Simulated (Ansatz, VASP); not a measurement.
Ta in VASP and in Ansatz

File INCAR:

```
SYSTEM = Ta
ALGO     = Fast           ! electronic algorithm
EDIFF    = 1E-6           ! SCF threshold, eV
ENCUT    = 520            ! plane-wave cutoff, eV
ISIF     = 2              ! what is computed and relaxed
ISMEAR   = 1              ! smearing method
LASPH    = .TRUE.         ! aspherical terms in the spheres
LCHARG   = .FALSE.        ! write CHGCAR
LREAL    = .FALSE.        ! projectors in reciprocal space
LWAVE    = .FALSE.        ! write WAVECAR
NBANDS   = 12             ! bands
NELM     = 80             ! most SCF steps
PREC     = Accurate       ! precision mode
SIGMA    = 0.02           ! smearing width, eV
```

KPOINTS

```
k-points
0
G
  20 20 20
  0 0 0
```

The input POSCAR:

```
Ta
1.0
   -1.5769724000      1.5769724000      1.6512800000
    1.5769724000     -1.5769724000      1.6512800000
    1.5769724000      1.5769724000     -1.6512800000
Ta
1
Direct
    0.0000000000      0.0000000000      0.0000000000
```

Input for Ansatz:

```yaml
crystal:
  lattice:
    - [-1.5769724, 1.5769724, 1.65128]
    - [1.5769724, -1.5769724, 1.65128]
    - [1.5769724, 1.5769724, -1.65128]
  atoms:
    - { symbol: Ta, position: [0.0, 0.0, 0.0] }
basis:
  ecutwfc: 420
kpoints:
  mp_grid: { grid: [20, 20, 20] }
hamiltonian:
  xc: lda
scf:
  occupations: { method: methfessel_paxton, width: 0.02 }
output:
  forces: true
  stress: true
  eigenvalues: true
```

Change from the starting cell: strain -0.0450 x Voigt [1, 1, 0, 0, 0, 0], atoms carried along.

Alike in both runs: task single point; functional LDA; k mesh 20 × 20 × 20; occupations methfessel-paxton of order 1, width 0.02 eV; no spin polarisation.

|  | VASP | Ansatz |
| --- | --- | --- |
| version | VASP 6.6.1 | Ansatz 0.2.0 |
| potentials or method | VASP PAW LDA potentials, release 64 (Ta_pv), cutoff 520 eV | scalar-relativistic, plane waves, PAW |
| valence electrons in the cell | 11 | 13 |

```tsv
	VASP	Ansatz	Ansatz less VASP
gap on the k mesh at the Fermi level (eV)	none	none	-
pressure (GPa)	12.7	11.6	-1.07
traceless stress, the component that is largest in VASP (GPa)	-4.66	-4.58	+0.079
```

LDA's correlation is that of Perdew and Zunger in VASP and of Perdew and Wang (1992) in Ansatz. A gap of «none» marks a metal or a gap that the smearing closes. VASP's potentials hold 11 valence electrons a cell and Ansatz's 13, so a difference there can come from the potentials and not from the codes.

Neither program's run includes spin-orbit coupling.
